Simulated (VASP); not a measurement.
The system is ZnF2.

```
Zn F
1.0
     4.70336    0.00000    0.00000
     0.00000    4.70336    0.00000
     0.00000    0.00000    3.12679
Zn F
2 4
Direct
  0.00000 0.00000 0.00000
  0.50000 0.50000 0.50000
  0.30319 0.30319 0.00000
  0.19681 0.80319 0.50000
  0.69681 0.69681 0.00000
  0.80319 0.19681 0.50000
```

Base run:

* Program: VASP 6.6.1
* Functional: PBE
* Potentials or basis: VASP PAW PBE potentials, release 64 (Zn, F)
* Cutoff: 600 eV
* k mesh: 6 × 6 × 8
* Occupations: gaussian, width 0.01 eV
* Spin: no spin polarisation

Its results: band gap on the k mesh 3.51 eV; pressure 7.0 GPa; largest force 0.043 eV/Å.

The run is repeated on the same cell with these changes: functional from PBE to r2SCAN; cutoff from 600 eV to 660 eV. What comes out?

Band gap on the k mesh 4.22 eV; pressure 0.3 GPa; largest force 0.015 eV/Å.

Caveats: the cell stands under pressure (at least some runs); the PAW data sets were made with another functional, which shifts forces and pressure a little (at least some runs).

A k mesh can miss the band edges.
